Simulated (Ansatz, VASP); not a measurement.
InPt3 in VASP and in Ansatz

```
CELL_PARAMETERS angstrom
3.90824 0.00000 0.00000
0.00000 3.90824 0.00000
0.00000 0.00000 3.98800
ATOMIC_POSITIONS crystal
In 0.00000 0.00000 0.00000
Pt 0.50000 0.50000 0.00000
Pt 0.00000 0.50000 0.50000
Pt 0.50000 0.00000 0.50000
```

Change from the starting cell: equal xx and yy strain of -2 %, crystal datasets.

Alike in both runs: task electric field gradients; functional PBEsol; k mesh 10 × 10 × 10; occupations fermi-dirac, width 0.05 eV; no spin polarisation.

|  | VASP | Ansatz |
| --- | --- | --- |
| version | VASP 6.6.1 | Ansatz 0.2.0 |
| potentials or method | VASP PAW PBE potentials, release 64 (In_d, Pt), cutoff 520 eV | all-electron PAW with datasets made for the crystal, scalar-relativistic |

```tsv
	VASP	Ansatz	Ansatz less VASP
pressure (GPa)	11.3	11.4	+0.06
traceless stress, the component that is largest in VASP (GPa)	-1.98	-1.98	+0.002
size of Vzz on the site where it differs most (V/Å²)	97.9	106.6	+8.70
```

VASP's potentials were made for PBE, not for PBEsol. Ansatz ran all-electron here, and VASP with PAW potentials.

Spin-orbit coupling is off throughout.
